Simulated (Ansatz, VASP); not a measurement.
**PbS in VASP and in Ansatz**

File INCAR:

```
  ALGO = Normal
  EDIFF = 1E-6
  ENCUT = 520
  GGA = PE
  ISIF = 2
  ISMEAR = 0
  LASPH = True
  LCHARG = False
  LREAL = False
  LWAVE = False
  NBANDS = 17
  NELM = 60
  PREC = Accurate
  SIGMA = 0.05
```

Contents of KPOINTS:

```
k-points
0
Gamma
  10 10 10
```

Contents of POSCAR:

```
PbS
1.0
    0.0000000000      2.9895091049      2.9895091049
    3.0045317637     -0.0150226588      3.0045317637
    3.0045317637      3.0045317637     -0.0150226588
Pb S
1 1
Direct
    0.5000000000      0.5000000000      0.5000000000
    0.0000000000      0.0000000000      0.0000000000
```

Input for Ansatz:

```yaml
crystal:
  lattice:
    - [0.0, 2.9895091049, 2.9895091049]
    - [3.0045317637, -0.0150226588, 3.0045317637]
    - [3.0045317637, 3.0045317637, -0.0150226588]
  atoms:
    - { symbol: Pb, position: [0.5, 0.5, 0.5] }
    - { symbol: S, position: [0.0, 0.0, 0.0] }
basis:
  ecutwfc: 420
  ecutrho_ratio: 4
kpoints:
  mp_grid: { grid: [10, 10, 10] }
hamiltonian:
  xc: pbe
scf:
  occupations: { method: gaussian, width: 0.05 }
output:
  forces: true
  stress: true
  eigenvalues: true
```

Change from the starting cell: strain e4 = -0.01, atoms carried along.

Alike in both runs: task single point; functional PBE; k mesh 10 × 10 × 10; occupations gaussian, width 0.05 eV; no spin polarisation.

|  | VASP | Ansatz |
| --- | --- | --- |
| version | VASP 6.6.1 | Ansatz 0.2.0 |
| potentials or method | VASP PAW PBE potentials, release 64 (Pb_d, S), cutoff 520 eV | scalar-relativistic, plane waves, PAW |
| valence electrons in the cell | 20 | 20 |

Ansatz gave:

| Quantity | Value |
| --- | --- |
| gap on the k mesh at the Fermi level (eV) | 0.45 |
| least direct gap on the mesh (eV) | 0.49 |
| pressure (GPa) | 0.0 |
| traceless stress, the component that is largest in VASP (GPa) | 0.20 |

Problem. Which values does VASP return?

Solution. gap on the k mesh at the Fermi level (eV): 0.46; least direct gap on the mesh (eV): 0.49; pressure (GPa): -0.1; traceless stress, the component that is largest in VASP (GPa): 0.20.

Spin-orbit coupling is off throughout.
